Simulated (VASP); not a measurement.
LiW, 4 atoms in the cell. The structure is cubic, space group Fd-3m (No. 227). Conventional cell: a = 6.077 Å, b = 6.077 Å, c = 6.077 Å, α = 90.00°, β = 90.00°, γ = 90.00°. Within 3.5 Å of Li (site symmetry -43m) lie 4 Li at 2.63 Å and 10 W at 2.63 to 3.04 Å. W (site symmetry -43m) has 4 W at 2.63 Å and 10 Li at 2.63 to 3.04 Å within 3.5 Å. 

```yaml
Program: VASP 6.6.1
Task: single point
Functional: LDA
Potentials_or_basis: VASP PAW LDA potentials, release 64 (Li_sv, W_sv)
Cutoff: 520 eV
k_mesh: 5 × 5 × 5
Occupations: gaussian, width 0.0753 eV
Spin: no spin polarisation
Dipole_correction: no
Further_INCAR_settings: ALGO = Normal; EDIFF = 1e-06; NBANDS = 25
```

Potentials or basis: VASP PAW LDA potentials, release 64 (Li_sv, W_sv).

Launch:

```sh
$ cat potpaw_LDA.64/Li_sv/POTCAR potpaw_LDA.64/W_sv/POTCAR > POTCAR
$ mpirun -np 1 vasp_std > vasp.out
```

Hardware: 1 thread of Intel(R) Xeon(R) 6975P-C (Granite Rapids), on a shared host.

Estimate the wall time of this run.

Wall time 6.5 s on 1 thread of Intel(R) Xeon(R) 6975P-C (Granite Rapids), with other jobs on the host, peak memory 0.15 GiB. Counts: scf iterations 12, k points 10.
